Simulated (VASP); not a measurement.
# SiGe3 (P6/mmm) in VASP: further runs

SiGe3 is run at these levels: PBE; tasks: single point.

Program: VASP 6.6.1. These are calculated values, not measurements. Logs are shortened: lines on timing, memory, paths and dates and some standing lists are left out, and cuts for length are marked.

### 1 The cell of the first run

The structure is hexagonal, space group P6/mmm (No. 191). The conventional cell has a = 2.821 Å, b = 2.821 Å, c = 10.597 Å, α = 90.00°, β = 90.00°, γ = 120.00°. Within 3.5 Å of Si (site symmetry 6/mmm) lie 2 Ge at 2.65 Å and 6 Si at 2.82 Å. Ge (site symmetry 6mm) has 1 Si at 2.65 Å and 7 Ge at 2.65 to 2.82 Å within 3.5 Å. Ge (site symmetry 6/mmm) has 8 Ge at 2.65 to 2.82 Å within 3.5 Å.

### 2 Single point, PBE

INCAR

```
SYSTEM = SiGe3
PREC = Accurate
ENCUT = 520
EDIFF = 1E-6
ISMEAR = 0
SIGMA = 0.1
LREAL = .FALSE.
LASPH = .TRUE.
NELM = 100
ALGO = Normal
ISIF = 2
LWAVE = .FALSE.
LCHARG = .FALSE.
GGA = PE
NBANDS = 31
```

KPOINTS

```
regular mesh
0
G
  6 6 2
  0 0 0
```

POSCAR

```
SiGe3
1.0
    2.8212659300      0.0000000000      0.0000000000
   -1.4106329600      2.4432879700      0.0000000000
    0.0000000000      0.0000000000     10.5973308500
Si Ge
1 3
Direct
    0.0000000000      0.0000000000      0.0000000000
    0.0000000000      0.0000000000      0.2500000000
    0.0000000000      0.0000000000      0.5000000000
    0.0000000000      0.0000000000      0.7500000000
```

Potentials or basis: VASP PAW PBE potentials, release 64 (Si, Ge_d).

On the command line:

```sh
cat potpaw_PBE.64/Si/POTCAR potpaw_PBE.64/Ge_d/POTCAR > POTCAR
mpirun -np 1 vasp_std > vasp.out
```

OUTCAR:

```text
SYSTEM = SiGe3
   PREC = Accurate
   ENCUT = 520
   EDIFF = 1E-6
   ISMEAR = 0
   LREAL = .FALSE.
   LASPH = .TRUE.
   NELM = 100
   ISIF = 2
   GGA = PE

 ion  position               nearest neighbor table
   1  0.000  0.000  0.000-   2 2.65   4 2.65
   2  0.000  0.000  0.250-   1 2.65   3 2.65
   3  0.000  0.000  0.500-   2 2.65   4 2.65
   4  0.000  0.000  0.750-   1 2.65   3 2.65

  LATTYP: Found a hexagonal cell.
 ALAT       =     2.8212659300
 C/A-ratio  =     3.7562325257

  Lattice vectors:

 A1 = (   2.8212659300,   0.0000000000,   0.0000000000)
 A2 = (  -1.4106329600,   2.4432879700,   0.0000000000)
 A3 = (   0.0000000000,   0.0000000000,  10.5973308500)

Analysis of symmetry for initial positions (statically):
=====================================================================
 Subroutine PRICEL returns:
 Original cell was already a primitive cell.

 Routine SETGRP: Setting up the symmetry group for a
 hexagonal supercell.

 Subroutine GETGRP returns: Found 24 space group operations
 (whereof 24 operations were pure point group operations)
 out of a pool of 24 trial point group operations.

The static configuration has the point symmetry D_6h.

Analysis of symmetry for dynamics (positions and initial velocities):
=====================================================================
 Subroutine PRICEL returns:
 Original cell was already a primitive cell.

 Routine SETGRP: Setting up the symmetry group for a
 hexagonal supercell.

 Subroutine GETGRP returns: Found 24 space group operations
 (whereof 24 operations were pure point group operations)
 out of a pool of 24 trial point group operations.

The dynamic configuration has the point symmetry D_6h.

 Subroutine INISYM returns: Found 24 space group operations
 (whereof 24 operations are pure point group operations),
 and found     1 'primitive' translations

----------------------------------------------------------------------------------------

                                     Primitive cell

  volume of cell :      73.0492

  direct lattice vectors                    reciprocal lattice vectors
     2.821265930  0.000000000  0.000000000     0.354450812  0.204642271  0.000000000
    -1.410632960  2.443287970  0.000000000     0.000000000  0.409284543  0.000000000
     0.000000000  0.000000000 10.597330850     0.000000000  0.000000000  0.094363384

  length of vectors
     2.821265930  2.821265931 10.597330850     0.409284543  0.409284543  0.094363384

  position of ions in fractional coordinates (direct lattice)
     0.000000000  0.000000000  0.000000000
     0.000000000  0.000000000  0.250000000
     0.000000000  0.000000000  0.500000000
     0.000000000  0.000000000  0.750000000

  ion indices of the primitive-cell ions
   primitive index   ion index
                 1           1
                 2           2
                 3           3
                 4           4

----------------------------------------------------------------------------------------

 KPOINTS: regular mesh

Automatic generation of k-mesh.
 Grid dimensions read from file:
 generate k-points for:    6    6    2

 Generating k-lattice:

  Cartesian coordinates                     Fractional coordinates (reciprocal lattice)
     0.059075135  0.034107045  0.000000000     0.166666667 -0.000000000  0.000000000
     0.000000000  0.068214090  0.000000000     0.000000000  0.166666667  0.000000000
     0.000000000  0.000000000  0.047181692     0.000000000  0.000000000  0.500000000

  Length of vectors
     0.068214091  0.068214090  0.047181692

  Shift w.r.t. Gamma in fractional coordinates (k-lattice)
     0.000000000  0.000000000  0.000000000

 Subroutine IBZKPT returns following result:
 ===========================================

 Found     14 irreducible k-points:

 Following reciprocal coordinates:
            Coordinates               Weight
  0.000000  0.000000  0.000000      1.000000
  0.166667  0.000000  0.000000      6.000000
  0.333333  0.000000  0.000000      6.000000
  0.500000  0.000000  0.000000      3.000000
  0.166667  0.166667  0.000000      6.000000
  0.333333  0.166667  0.000000     12.000000
  0.333333  0.333333  0.000000      2.000000
  0.000000  0.000000  0.500000      1.000000
  0.166667  0.000000  0.500000      6.000000
  0.333333  0.000000  0.500000      6.000000
  0.500000  0.000000  0.500000      3.000000
  0.166667  0.166667  0.500000      6.000000
  0.333333  0.166667  0.500000     12.000000
  0.333333  0.333333  0.500000      2.000000
   k-points           NKPTS =     14   k-points in BZ     NKDIM =     14   number of bands    NBANDS=     31
   number of dos      NEDOS =    301   number of ions     NIONS =      4
   total plane-waves  NPLWV =  46080
   dimension x,y,z NGX =    24 NGY =   24 NGZ =   80
   dimension x,y,z NGXF=    48 NGYF=   48 NGZF=  160
   ions per type =               1   3
   NGX,Y,Z   is equivalent  to a cutoff of  14.14, 14.14, 12.55 a.u.
   NGXF,Y,Z  is equivalent  to a cutoff of  28.28, 28.28, 25.10 a.u.
 SYSTEM =  SiGe3
   PREC   = accura    normal or accurate (medium, high low for compatibility)
   ISTART =      0    job   : 0-new  1-cont  2-samecut
   ICHARG =      2    charge: 1-file 2-atom 10-const
   ISPIN  =      1    spin polarized calculation?
   LNONCOLLINEAR =      F non collinear calculations
   LSORBIT =      F    spin-orbit coupling
   LASPH  =      T    aspherical Exc in radial PAW
   ENCUT  =  520.0 eV  38.22 Ry    6.18 a.u.   5.25  5.25 19.70*2*pi/ulx,y,z
   NELM   =    100;   NELMIN=  2; NELMDL= -5     # of ELM steps
   EDIFF  = 0.1E-05   stopping-criterion for ELM
   LREAL  =      F    real-space projection
   EDIFFG = 0.1E-04   stopping-criterion for IOM
   NSW    =      0    number of steps for IOM
   IBRION =     -1    ionic relax: 0-MD 1-quasi-New 2-CG
   NFREE  =      0    steps in history (QN), initial steepest desc. (CG)
   ISIF   =      2    stress and relaxation
   ISYM   =      2    0-nonsym 1-usesym 2-fastsym
   POTIM  = 0.5000    time-step for ionic-motion
   TEBEG  =    0.0;   TEEND  =   0.0 temperature during run
   PSTRESS=    0.0 pullay stress
   NELECT =      46.0000    total number of electrons
   NUPDOWN=      -1.0000    fix difference up-down
   EMIN   =  10.00;   EMAX   =-10.00  energy-range for DOS
   EFERMI =   0.00;   METHOD = LEGACY
   ISMEAR =     0;   SIGMA  =   0.10  broadening in eV -4-tet -1-fermi 0-gaus
   EFERMI_NEDOS =   21; number of points for ismear=-14 and -15
   IALGO  =     38    algorithm
   IMIX   =      4    mixing-type and parameters
     AMIX     =   0.40;   BMIX     =  1.00
     AMIX_MAG =   1.60;   BMIX_MAG =  1.00
  volume/ion in A,a.u.               =      18.26       123.24
  Fermi-wavevector in a.u.,A,eV,Ry     =   1.403209  2.651681 26.789813  1.968996
  Thomas-Fermi vector in A             =   2.525894
   LORBIT       =      0    0 simple, 1 ext, 2 COOP (PROOUT), +10 PAW based schemes
   GGA     = PE    functional components
   LHFCALC =     F    Hartree Fock is set to
   AEXX    =    0.0000 exact exchange contribution
   IVDW    =     0    specifies the selected vdW correction
   LEPSILON=     F    determine dielectric tensor
   LRPA    =     F    only Hartree local field effects (RPA)
 non-spin polarized calculation
 Gauss-broadening in eV      SIGMA  =   0.10
  energy-cutoff  :      520.00
  volume of cell :       73.05
 maximum number of plane-waves:      2000
 NGX is ok and might be reduce to    24
   NGX = 11   NGY = 11   NGZ = 39

 number of electron      45.9999989 magnetization

 Free energy of the ion-electron system (eV)
  ---------------------------------------------------
  ext. energy  EPLUGINS =         0.00000000
  ---------------------------------------------------
  free energy    TOTEN  =       -17.57283551 eV

  energy without entropy =      -17.55645590  energy(sigma->0) =      -17.56464570

 E-fermi :   7.2891     XC(G=0): -11.0943

 val. band max:        7.2803526493   @ k =   0.3333   0.1667   0.5000
 cond. band min:       7.3497882440   @ k =   0.5000   0.0000   0.5000
 fundamental gap:      0.0694355947
 Fermi energy:         7.2890822600

 k-point     1 :       0.0000    0.0000    0.0000
  band No.  band energies     occupation
      1     -17.7643      2.00000
      2     -17.7162      2.00000
      3     -17.7162      2.00000
      4     -17.6419      2.00000
      5     -17.6419      2.00000
      6     -17.6417      2.00000
[... 23 lines left out ...]
     30      16.8406      0.00000
     31      18.5760      0.00000

 k-point     2 :       0.1667    0.0000    0.0000
  band No.  band energies     occupation
      1     -17.7508      2.00000
      2     -17.7172      2.00000
      3     -17.6811      2.00000
      4     -17.6536      2.00000
      5     -17.6506      2.00000
      6     -17.6336      2.00000
[... 23 lines left out ...]
     30      15.1332      0.00000
     31      16.5947      0.00000

 k-point     3 :       0.3333    0.0000    0.0000
  band No.  band energies     occupation
      1     -17.7666      2.00000
      2     -17.6940      2.00000
      3     -17.6818      2.00000
      4     -17.6758      2.00000
      5     -17.6597      2.00000
      6     -17.6264      2.00000
[... 23 lines left out ...]
     30      13.1892      0.00000
     31      14.9876      0.00000

 k-point     4 :       0.5000    0.0000    0.0000
  band No.  band energies     occupation
      1     -17.7797      2.00000
      2     -17.7003      2.00000
      3     -17.6970      2.00000
      4     -17.6960      2.00000
      5     -17.6435      2.00000
      6     -17.6311      2.00000
[... 23 lines left out ...]
     30      12.4791      0.00000
     31      14.3155      0.00000

 k-point     5 :       0.1667    0.1667    0.0000
  band No.  band energies     occupation
      1     -17.7241      2.00000
      2     -17.7229      2.00000
      3     -17.6615      2.00000
      4     -17.6499      2.00000
      5     -17.6493      2.00000
      6     -17.6338      2.00000
[... 23 lines left out ...]
     30      12.7056      0.00000
     31      15.0870      0.00000

 k-point     6 :       0.3333    0.1667    0.0000
  band No.  band energies     occupation
      1     -17.7379      2.00000
      2     -17.6859      2.00000
      3     -17.6760      2.00000
      4     -17.6554      2.00000
      5     -17.6445      2.00000
      6     -17.6413      2.00000
[... 23 lines left out ...]
     30      10.9597      0.00000
     31      11.3748      0.00000

 k-point     7 :       0.3333    0.3333    0.0000
  band No.  band energies     occupation
      1     -17.6742      2.00000
      2     -17.6705      2.00000
      3     -17.6705      2.00000
      4     -17.6554      2.00000
      5     -17.6554      2.00000
      6     -17.5806      2.00000
[... 23 lines left out ...]
     30      12.0413      0.00000
     31      12.0413      0.00000

 k-point     8 :       0.0000    0.0000    0.5000
  band No.  band energies     occupation
      1     -17.7642      2.00000
      2     -17.7163      2.00000
      3     -17.7163      2.00000
      4     -17.6419      2.00000
      5     -17.6419      2.00000
      6     -17.6417      2.00000
[... 23 lines left out ...]
     30      17.9974      0.00000
     31      17.9974      0.00000

 k-point     9 :       0.1667    0.0000    0.5000
  band No.  band energies     occupation
      1     -17.7507      2.00000
      2     -17.7172      2.00000
      3     -17.6811      2.00000
      4     -17.6537      2.00000
      5     -17.6506      2.00000
      6     -17.6336      2.00000
[... 23 lines left out ...]
     30      16.0272      0.00000
     31      16.3034      0.00000

 k-point    10 :       0.3333    0.0000    0.5000
  band No.  band energies     occupation
      1     -17.7666      2.00000
      2     -17.6940      2.00000
      3     -17.6819      2.00000
      4     -17.6758      2.00000
      5     -17.6597      2.00000
      6     -17.6264      2.00000
[... 23 lines left out ...]
     30      14.2007      0.00000
     31      14.2434      0.00000

 k-point    11 :       0.5000    0.0000    0.5000
  band No.  band energies     occupation
      1     -17.7797      2.00000
      2     -17.7002      2.00000
      3     -17.6970      2.00000
      4     -17.6960      2.00000
      5     -17.6435      2.00000
      6     -17.6311      2.00000
[... 23 lines left out ...]
     30      13.5532      0.00000
     31      13.6416      0.00000

 k-point    12 :       0.1667    0.1667    0.5000
  band No.  band energies     occupation
      1     -17.7241      2.00000
      2     -17.7228      2.00000
      3     -17.6615      2.00000
      4     -17.6499      2.00000
      5     -17.6492      2.00000
      6     -17.6338      2.00000
[... 23 lines left out ...]
     30      12.4406      0.00000
     31      12.5257      0.00000

 k-point    13 :       0.3333    0.1667    0.5000
  band No.  band energies     occupation
      1     -17.7379      2.00000
      2     -17.6859      2.00000
      3     -17.6759      2.00000
      4     -17.6554      2.00000
      5     -17.6445      2.00000
      6     -17.6413      2.00000
[... 23 lines left out ...]
     30      12.5939      0.00000
     31      13.1885      0.00000

 k-point    14 :       0.3333    0.3333    0.5000
  band No.  band energies     occupation
      1     -17.6741      2.00000
      2     -17.6705      2.00000
      3     -17.6705      2.00000
      4     -17.6554      2.00000
      5     -17.6554      2.00000
      6     -17.5806      2.00000
[... 23 lines left out ...]
     30      13.1974      0.00000
     31      13.1974      0.00000

------------------------ aborting loop because EDIFF is reached ----------------------------------------

  FORCE on cell =-STRESS in cart. coord.  units (eV):
  Direction    XX          YY          ZZ          XY          YZ          ZX
  --------------------------------------------------------------------------------------
  -------------------------------------------------------------------------------------
  Total       -2.2028982     -2.2028982      6.5621065     -0.0000000      0.0000000      0.0000000
  in kB      -48.3158729    -48.3158730    143.9258098     -0.0000001      0.0000000      0.0000000
  external PRESSURE =      15.7646880 kB  Pullay stress =       0.0000000 kB

 VOLUME and BASIS-vectors are now :
 -----------------------------------------------------------------------------
  energy-cutoff  :      520.00
  volume of cell :       73.05
      direct lattice vectors                 reciprocal lattice vectors
     2.821265930  0.000000000  0.000000000     0.354450812  0.204642271  0.000000000
    -1.410632960  2.443287970  0.000000000     0.000000000  0.409284543  0.000000000
     0.000000000  0.000000000 10.597330850     0.000000000  0.000000000  0.094363384

 POSITION                                       TOTAL-FORCE (eV/Angst)
 -----------------------------------------------------------------------------------
      0.00000      0.00000      0.00000         0.000000      0.000000      0.000000
      0.00000      0.00000      2.64933         0.000000      0.000000     -0.610051
      0.00000      0.00000      5.29867         0.000000      0.000000      0.000000
      0.00000      0.00000      7.94800        -0.000000     -0.000000      0.610051
 -----------------------------------------------------------------------------------
    total drift:                                0.000000     -0.000000      0.000000

  FREE ENERGIE OF THE ION-ELECTRON SYSTEM (eV)
  ---------------------------------------------------
  free  energy   TOTEN  =       -17.5728355053 eV

  energy  without entropy=      -17.5564558951  energy(sigma->0) =      -17.56464570
```

Wall time 14 s (1 thread of Intel Xeon 6975P-C (Granite Rapids), shared host); peak memory 0.19 GiB.

Results:

```yaml
Free_energy: -17.5728 eV
Pressure: 1.6 GPa
Largest_force: 0.610 eV/Å
Band_gap_on_the_k_mesh: zero (bands 23 and 24 overlap by 9.18 eV)
```

Forces on the atoms (eV/Å):
```
Si   0.000  0.000  0.000
Ge   0.000  0.000 -0.610
Ge   0.000  0.000  0.000
Ge   0.000  0.000  0.610
```

Stress tensor (GPa, compression positive):
```
-4.83  0.00  0.00
 0.00 -4.83  0.00
 0.00  0.00 14.39
```

Caveat: the k points lie up to 0.43 Å⁻¹ apart, too coarse for converged energies and pressures of a metal.

[end of part 1 of 2]
